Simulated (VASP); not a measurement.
Runs of VASP 6.6.1 on Co2Ru. The structure is that of space group Fm-3m (No. 225), or close to it. The cells are those of the table. 

```csv
task,cell,k mesh,cutoff (eV),gap on the mesh (eV),pressure (GPa),moment (μB)
single point,"a = 3.576 Å, angles 60.0°, 3 atoms",6 × 6 × 6,520,none,(b),1.53
single point,"a = 3.919 Å, angles 60.0°, 3 atoms",14 × 14 × 14,520,none,-0.5,2.28
single point,"a = 3.920 Å, angles 60.0°, 3 atoms",6 × 6 × 6,520,none,(a),2.37
relaxation of cell and atoms,"relaxed from a = 3.576 Å, angles 60.0°, 3 atoms",6 × 6 × 6,600,none,0.2,2.36
```

Alike in all rows: level PBE; potentials or basis VASP PAW PBE potentials, release 64 (Co, Ru_pv); spin collinear, ferromagnetic start; smearing gaussian 0.1 eV.

Problem. Fill in the values left out.

Solution. (a) -0.4; (b) 94.2.

Caveats: the cell stands under pressure (at least some runs); an empty level that is flat over the whole mesh can mark a ghost state of the potentials, or a narrow d or f band (at least some runs).

A k mesh can miss the band edges, and the runs leave out spin-orbit coupling on Ru.

A gap of «none» marks levels without a gap at the run's occupations.
